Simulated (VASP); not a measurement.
# Al16GeN15 (a cell with a defect) (Ge_N) in VASP: further runs, part 2 of 2

VASP 6.6.1. Earlier steps stand in the parts before.

## (3) Single point, PBE, collinear spin

File INCAR:

```
  PREC = Accurate
  ENCUT = 520
  EDIFF = 1E-6
  ISMEAR = 0
  SIGMA = 0.01
  LREAL = Auto
  LASPH = T
  NELM = 150
  ALGO = Normal
  ISIF = 2
  LWAVE = F
  LCHARG = T
  ISPIN = 2
  MAGMOM = 0 0 0 0 0 0.01 0 0 0 0.01 0 0 0.01 0.04 0 0 0 0 0 0 0.09 0.09 0.01 0.03 0.09 0.08 0.01 0.04 0.09 0 0.04 0.37
  LORBIT = 11
  NUPDOWN = 2.0
  GGA = PE
  LELF = T
  LVHAR = T
  NBANDS = 94
  NELECT = 136.0
```

File KPOINTS:

```
Automatic mesh
0
Gamma
  1 1 1
  0.25 0.25 0.25
```

File POSCAR:

```
Al16GeN15
1.0
    6.2595139092      0.0000000618      0.0000000000
   -3.1297570081      5.4208980298      0.0000000000
    0.0000000000      0.0000000000     10.0348065900
Al N Ge
16 15 1
Direct
    0.3337642467      0.1638082990      0.2520902712
    0.1664767936      0.3339137501      0.5005652741
    0.3305119121      0.1699033013      0.7549269742
    0.1666394031      0.3322034108      1.0064670129
    0.3351141506      0.6665917573      0.2519667262
    0.2003597089      0.8590677515      0.5146860862
    0.3302173481      0.6585777872      0.7540870312
    0.1821499136      0.8396818706      0.9927735668
    0.8319121851      0.1637041436      0.2517012513
    0.6429225605      0.3014726533      0.5135778533
    0.8411611197      0.1690783755      0.7538778633
    0.6583471059      0.3152432606      0.9924070739
    0.8337287085      0.6608970694      0.1765074604
    0.6480554370      0.8525309039      0.5168069294
    0.8348827787      0.6652819182      0.7544120420
    0.6601483979      0.8386992850      0.9939204821
    0.3316234202      0.1700672999      0.4411951858
    0.1677967748      0.3308659657      0.1950846861
    0.3285816767      0.1695384485      0.9400892119
    0.1682518784      0.3314307409      0.6895908687
    0.3319097768      0.6720145051      0.4436973526
    0.1811258245      0.8356151165      0.1807072881
    0.3300305146      0.6601804609      0.9395008702
    0.1729447586      0.8344810433      0.7009943045
    0.8284697712      0.1682979798      0.4434839751
    0.6601633839      0.3142998149      0.1798013011
    0.8388453060      0.1687164769      0.9392982303
    0.6664598019      0.3277513045      0.7004036399
    0.6640493078      0.8348847889      0.1831620807
    0.8321811322      0.6656466170      0.9516025020
    0.6675067969      0.8314577121      0.7002123314
    0.8356217930      0.6682867958      0.4101638338
```

Potentials or basis: VASP PAW PBE potentials, release 64 (Al, N, Ge_d).

Run with:

```bash
$ cat potpaw_PBE.64/Al/POTCAR potpaw_PBE.64/N/POTCAR potpaw_PBE.64/Ge_d/POTCAR > POTCAR
$ mpirun -np 1 vasp_std > vasp.out
```

OUTCAR:

```text
PREC = Accurate
   ENCUT = 520
   EDIFF = 1E-6
   ISMEAR = 0
   LREAL = Auto
   LASPH = T
   NELM = 150
   ISIF = 2
   ISPIN = 2
   LORBIT = 11
   NUPDOWN = 2.0
   GGA = PE
   NELECT = 136.0

 ion  position               nearest neighbor table
   1  0.334  0.164  0.252-  18 1.89  17 1.90  26 1.91  22 1.92   4 3.06   2 3.09   6 3.11  10 3.12
                             5 3.12   9 3.12   8 3.14   9 3.14   5 3.14  12 3.15  13 3.21  13 3.23
   2  0.166  0.334  0.501-  17 1.88  20 1.90  21 1.92  25 1.92   5 3.08   9 3.09   6 3.09  10 3.09
                             1 3.09   7 3.09  11 3.09   3 3.11  14 3.14  14 3.14  10 3.18   6 3.19
[... 1318 lines left out ...]
      0.00337      1.80084      0.06490        -0.123494      0.073988      0.001492
      0.01138      3.61353      2.52844         0.104317     -0.035832      0.141526
     -1.43452      4.65692      5.16478         0.307390     -0.412300      0.177461
[... 24 lines left out ...]
      1.57601      4.50725      7.02650        -0.214272      0.160872      0.207050
      3.13901      3.62271      4.11591        -0.345690      0.159960      0.047342
 -----------------------------------------------------------------------------------
    total drift:                               -0.002680      0.009701      0.018154

  FREE ENERGIE OF THE ION-ELECTRON SYSTEM (eV)
  ---------------------------------------------------
  free  energy   TOTEN  =      -236.3200423193 eV

  energy  without entropy=     -236.3200423193  energy(sigma->0) =     -236.32004232

 total charge

# of ion       s       p       d       tot
------------------------------------------
    1        0.365   0.415   0.000   0.780
    2        0.367   0.417   0.000   0.784
    3        0.376   0.446   0.000   0.822
    4        0.370   0.429   0.000   0.798
    5        0.365   0.414   0.000   0.779
    6        0.406   0.474   0.000   0.879
[... 24 lines left out ...]
   31        1.234   2.613   0.000   3.847
   32        1.229   1.516  10.014  12.759
--------------------------------------------------
tot         25.799  47.712  10.014  83.525

 magnetization (x)

# of ion       s       p       d       tot
------------------------------------------
    1       -0.001  -0.001   0.000  -0.001
    2       -0.000  -0.001   0.000  -0.001
    3        0.000   0.001   0.000   0.001
    4       -0.000  -0.000   0.000  -0.000
    5       -0.001  -0.001   0.000  -0.002
    6        0.006   0.026   0.000   0.032
[... 24 lines left out ...]
   31        0.002   0.029   0.000   0.031
   32        0.022   0.567   0.012   0.602
--------------------------------------------------
tot          0.077   1.143   0.012   1.232
```

OSZICAR:

```text
N       E                     dE             d eps       ncg     rms          rms(c)
DAV:   1     0.920183773857E+03    0.92018E+03   -0.59095E+04  2936   0.170E+03
DAV:   2    -0.885128484276E+02   -0.10087E+04   -0.92620E+03  2768   0.555E+02
DAV:   3    -0.259291766862E+03   -0.17078E+03   -0.16801E+03  2616   0.145E+02
DAV:   4    -0.269161160433E+03   -0.98694E+01   -0.98181E+01  2832   0.419E+01
DAV:   5    -0.269455316190E+03   -0.29416E+00   -0.29370E+00  2768   0.658E+00    0.332E+01
DAV:   6    -0.236159948827E+03    0.33295E+02   -0.13129E+02  2672   0.320E+01    0.120E+01
DAV:   7    -0.236458930013E+03   -0.29898E+00   -0.65834E+00  2904   0.838E+00    0.794E+00
DAV:   8    -0.236328884776E+03    0.13005E+00   -0.64007E-01  2984   0.323E+00    0.258E+00
DAV:   9    -0.236318825265E+03    0.10060E-01   -0.10072E-01  2752   0.138E+00    0.955E-01
DAV:  10    -0.236317666927E+03    0.11583E-02   -0.46738E-02  3032   0.731E-01    0.497E-01
DAV:  11    -0.236318972218E+03   -0.13053E-02   -0.43147E-03  2848   0.273E-01    0.273E-01
DAV:  12    -0.236319899446E+03   -0.92723E-03   -0.16726E-03  2712   0.157E-01    0.105E-01
DAV:  13    -0.236320025434E+03   -0.12599E-03   -0.22897E-04  2776   0.773E-02    0.353E-02
DAV:  14    -0.236320038227E+03   -0.12793E-04   -0.13909E-04  2840   0.462E-02    0.134E-02
DAV:  15    -0.236320040975E+03   -0.27477E-05   -0.22477E-05  2896   0.189E-02    0.994E-03
DAV:  16    -0.236320042023E+03   -0.10483E-05   -0.26002E-06  1936   0.607E-03    0.489E-03
DAV:  17    -0.236320042319E+03   -0.29586E-06   -0.92642E-07  1448   0.443E-03
   1 F= -.23632004E+03 E0= -.23632004E+03  d E =-.107583E-34  mag=     2.0000
```

stdout:

```text
POSCAR found type information on POSCAR AlN Ge
 POSCAR found :  3 types and      32 ions
 scaLAPACK will be used
 LDA part: xc-table for (Slater+PW92), standard interpolation
 POSCAR, INCAR and KPOINTS ok, starting setup
 FFT: planning ... GRIDC
 FFT: planning ... GRID_SOFT
 FFT: planning ... GRID
 WAVECAR not read
 entering main loop
 the old and the new charge density differ
 old charge density:   137.00000 new  136.00000
    0.332E+01
```

Wall time 5.9 min (1 thread of Intel Xeon 6975P-C (Granite Rapids), shared host); peak memory 0.7 GiB.

What came out:

```yaml
Free_energy: -236.3200 eV
Largest_force: 0.553 eV/Å
Net_moment: 2.00 μB per cell
Site_moments: Al -0.00, +0.00, +0.03, +0.01, +0.04; N +0.04, -0.00, +0.01, +0.06, +0.08, +0.03, +0.07, +0.09; Ge +0.60 μB
Valence_electrons_inside_the_program's_atomic_spheres: Al 0.78, 0.82, 0.80, 0.88, 0.83, 0.87, 0.77; N 3.87, 3.84, 3.88, 3.85, 3.83, 3.81; Ge 12.76
```

Forces on the atoms (eV/Å):
```
Al   0.101 -0.091 -0.296
Al  -0.476  0.282  0.017
Al   0.098 -0.033  0.067
Al  -0.123  0.074  0.001
Al   0.104 -0.036  0.142
Al   0.307 -0.412  0.177
Al   0.193 -0.057 -0.028
Al  -0.134  0.050  0.031
Al   0.105 -0.074  0.152
Al   0.491 -0.021  0.226
Al   0.115 -0.128 -0.027
Al  -0.121  0.105 -0.008
Al   0.192 -0.056 -0.002
Al   0.114 -0.097 -0.397
Al   0.077 -0.061  0.003
Al  -0.141  0.081 -0.008
N    0.106 -0.084  0.056
N   -0.125  0.063 -0.007
N    0.163 -0.093 -0.061
N   -0.123  0.080 -0.008
N    0.085 -0.077 -0.041
N   -0.228  0.141  0.035
N    0.176 -0.105  0.035
N   -0.245  0.097 -0.110
N    0.117 -0.015 -0.060
N   -0.180  0.170  0.093
N    0.188 -0.117  0.025
N   -0.244  0.117 -0.104
N   -0.257  0.102 -0.145
N    0.222 -0.125 -0.014
N   -0.214  0.161  0.207
Ge  -0.346  0.160  0.047
```

Caveat: the k points lie up to 1.16 Å⁻¹ apart; the cell carries a net charge on a neutralising background, which shifts energy and pressure; the cell is charged against a uniform background, so pressure and absolute levels hang on convention; the total moment is fixed, so each spin has its own Fermi level.

## (4) Single point, PBE, collinear spin

File INCAR:

```
PREC = Accurate
ENCUT = 520
EDIFF = 1E-6
ISMEAR = 0
SIGMA = 0.01
LREAL = Auto
LASPH = True
NELM = 150
ALGO = Normal
ISIF = 2
LWAVE = False
LCHARG = True
ISPIN = 2
MAGMOM = 0 0 0 0 0 0.01 0 0 0 0.01 0 0 0 0.03 0 0 0 0 0 0 0.09 0 0 0.01 0.09 0 0 0.01 0.04 0 0.01 0.18
LORBIT = 11
NUPDOWN = 1.0
GGA = PE
LELF = True
LVHAR = True
NBANDS = 94
```

KPOINTS is that of step 3.

File POSCAR:

```
Al16GeN15
1.0
    6.2595139128      0.0000000578      0.0000000000
   -3.1297570064      5.4208980350      0.0000000000
    0.0000000000      0.0000000000     10.0348065929
Al N Ge
16 15 1
Direct
    0.3365974969      0.1641300680      0.2508872211
    0.1654214354      0.3351039628      0.4996379740
    0.3300501695      0.1704077432      0.7566114145
    0.1671075624      0.3329065836      1.0076988138
    0.3377561039      0.6707872859      0.2510672104
    0.1976745382      0.8596131266      0.5157978162
    0.3295551795      0.6598556623      0.7563798557
    0.1767633944      0.8373221349      0.9924227165
    0.8298035288      0.1629139375      0.2509801195
    0.6415500797      0.3033968960      0.5156702751
    0.8403897577      0.1706854962      0.7564860025
    0.6628289466      0.3235369761      0.9924838078
    0.8387342819      0.6620282557      0.1982992076
    0.6486042192      0.8519611228      0.5208869146
    0.8337435705      0.6667873591      0.7483720423
    0.6638208464      0.8362304949      0.9943100494
    0.3305795285      0.1705659367      0.4410899601
    0.1687351764      0.3319418493      0.1963459980
    0.3291880173      0.1709876124      0.9407716558
    0.1675620216      0.3323121789      0.6897602151
    0.3317729273      0.6746934330      0.4438784968
    0.1855237155      0.8385580052      0.1767993643
    0.3297908521      0.6596088213      0.9407371748
    0.1761770902      0.8369102707      0.7024272392
    0.8257793510      0.1684882409      0.4437520351
    0.6621257815      0.3154032747      0.1768674652
    0.8402059283      0.1701574900      0.9408742846
    0.6636194745      0.3241888841      0.7024194396
    0.6653190574      0.8352986270      0.1810346160
    0.8330607386      0.6671099556      0.9428432072
    0.6640334863      0.8361281826      0.7043379302
    0.8317062490      0.6696643654      0.4199801895
```

Run with:

```bash
$ cat potpaw_PBE.64/Al/POTCAR potpaw_PBE.64/N/POTCAR potpaw_PBE.64/Ge_d/POTCAR > POTCAR
$ mpirun -np 1 vasp_std > vasp.out
```

It took 6.1 min on 1 thread of Intel Xeon 6975P-C (Granite Rapids), shared host; peak memory 0.71 GiB.

The run converged. Its results:

| Item | Value |
| --- | --- |
| Free energy | -228.3307 eV |
| Pressure | 10.5 GPa |
| Largest force | 0.562 eV/Å |
| Net moment | 1.00 μB per cell |
| Site moments | Al -0.00, +0.00, +0.03; N +0.04, -0.00, +0.00, +0.06, +0.01, +0.03; Ge +0.31 μB |
| Valence electrons inside the program's atomic spheres | Al 0.78, 0.79, 0.83, 0.81, 0.89, 0.85, 0.88, 0.82; N 3.87, 3.84, 3.88, 3.85, 3.83, 3.86, 3.82; Ge 12.96 |

Forces on the atoms (eV/Å):
```
Al   0.103 -0.063 -0.272
Al  -0.490  0.275  0.006
Al   0.115 -0.061  0.068
Al  -0.104  0.062  0.002
Al   0.149 -0.064  0.140
Al   0.250 -0.431  0.202
Al   0.165 -0.048 -0.026
Al  -0.112  0.094 -0.023
Al   0.132 -0.099  0.142
Al   0.497  0.001  0.206
Al   0.115 -0.131 -0.025
Al  -0.137  0.053 -0.021
Al   0.067 -0.034  0.039
Al  -0.025  0.003 -0.388
Al   0.110 -0.075 -0.014
Al  -0.152  0.081  0.039
N    0.150 -0.094  0.020
N   -0.134  0.071 -0.024
N    0.146 -0.084 -0.043
N   -0.116  0.090 -0.012
N    0.120 -0.085 -0.024
N   -0.234  0.126  0.122
N    0.180 -0.071  0.009
N   -0.229  0.162 -0.047
N    0.133 -0.035 -0.018
N   -0.221  0.123  0.117
N    0.166 -0.107 -0.005
N   -0.270  0.127 -0.057
N   -0.236  0.132 -0.302
N    0.238 -0.131  0.006
N   -0.203  0.124  0.167
Ge  -0.169  0.084  0.017
```

Stress tensor (GPa, compression positive):
```
 8.40 -0.28 -0.23
-0.28  8.07  0.13
-0.23  0.13 15.01
```

Caveat: the k points lie up to 1.16 Å⁻¹ apart; the total moment is fixed, so each spin has its own Fermi level.
